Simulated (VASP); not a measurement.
The system is AlIn2N3.

```
Al In N
1.0
     0.00000    5.92277    0.00000
     5.14533    2.96138   -5.50021
    -5.14533    2.96138   -5.50021
Al In N
4 8 12
Direct
  0.15693 0.50424 0.50224
  0.58351 0.75220 0.75601
  0.08716 0.25593 0.25577
  0.66447 0.66929 0.34525
  0.65657 0.00214 0.00887
  0.16558 0.16842 0.84621
  0.66291 0.34765 0.66813
  0.17111 0.84366 0.16967
  0.07416 0.59245 0.91759
  0.56963 0.09674 0.41708
  0.06892 0.91828 0.59203
  0.56477 0.41414 0.09615
  0.37664 0.95871 0.65419
  0.87306 0.45913 0.15971
  0.37511 0.65611 0.95658
  0.87173 0.15455 0.46090
  0.26017 0.40726 0.70833
  0.75997 0.90631 0.20805
  0.25743 0.70449 0.40897
  0.75992 0.21171 0.90624
  0.80165 0.83149 0.82706
  0.29524 0.33577 0.33196
  0.78586 0.58058 0.58399
  0.28940 0.08224 0.08046
```

```yaml
Program: VASP 6.6.1
Task: relaxation of cell and atoms
Functional: PBE
Potentials_or_basis: VASP PAW PBE potentials, release 64 (Al, In_d, N)
Cutoff: 600 eV
k_mesh: 3 × 2 × 2, shifted
Occupations: gaussian, width 0.1 eV
Spin: no spin polarisation
```

At the start: pressure 4.2 GPa; volume 13.97 Å³/atom.

Q: How do energy, volume and symmetry change on relaxing?

A: Over 18 steps the energy falls by 152.8 meV/atom and the volume is 13.99 Å³/atom (+0.2 %); space group P1 (No. 1, to 0.1 Å) before and after.

The path:
| step | energy change (eV) | largest force (eV/Å) | pressure (GPa) | volume (Å³) |
| --- | --- | --- | --- | --- |
| 1 | 0.0000 | 7.8808 | 4.17 | 335.23 |
| 2 | -2.3878 | 1.9081 | -5.54 | 353.19 |
| 3 | -2.5437 | 1.6760 | -3.95 | 348.54 |
| 4 | -3.3922 | 0.9772 | 0.93 | 334.49 |
| 5 | -3.4267 | 0.8079 | 2.38 | 331.11 |
| 6 | -3.6085 | 0.3707 | -0.32 | 336.63 |
| 7 | -3.6115 | 0.3386 | -0.05 | 336.00 |
| 8 | -3.6431 | 0.1831 | -0.11 | 336.09 |
| 9 | -3.6462 | 0.1793 | -0.11 | 336.13 |
| 10 | -3.6562 | 0.1072 | 0.07 | 335.65 |
| 11 | -3.6570 | 0.1103 | 0.14 | 335.47 |
| 12 | -3.6618 | 0.0856 | -0.05 | 335.94 |
| 13 | -3.6626 | 0.0881 | -0.18 | 336.21 |
| 14 | -3.6660 | 0.0435 | 0.08 | 335.62 |
| 15 | -3.6661 | 0.0570 | 0.15 | 335.48 |
| 16 | -3.6669 | 0.0560 | -0.10 | 336.04 |
| 17 | -3.6670 | 0.0460 | -0.05 | 335.94 |
| 18 | -3.6673 | 0.0185 | 0.00 | 335.84 |

Final structure:
```xyz
24
Lattice="0.0038 5.9059 0.0065 5.1504 2.9502 -5.5200 -5.1458 2.9436 -5.5194" Properties=species:S:1:pos:R:3 pbc="T T T"
Al    0.0429    3.8993   -5.5668
Al    0.0427    7.8816   -8.2471
Al    0.0040    1.9691   -2.9108
Al    1.6365    6.9404   -5.5618
In   -0.0307    3.8653   -0.0551
In   -3.4393    3.9407   -5.5791
In   -1.5855    6.9055   -5.5957
In    3.4123    3.9599   -5.5783
In   -1.7243    4.8811   -8.3437
In   -1.7129    4.8781   -2.8210
In    1.6904    4.9152   -8.2479
In    1.6905    4.9322   -2.9265
N     1.5470    6.9606   -8.9413
N     1.5545    7.0057   -3.6295
N    -1.5163    6.9792   -8.9044
N    -1.5863    6.9709   -3.4097
N    -1.5344    4.8001   -6.1606
N     3.2556    7.7682   -6.1478
N     1.5388    5.0478   -6.0385
N    -3.4187    7.8191   -6.2741
N     0.0176    9.6387   -8.9370
N    -0.0139    3.7432   -3.6365
N     0.1911    8.0004   -6.3093
N    -0.0052    1.9265   -1.0045
```
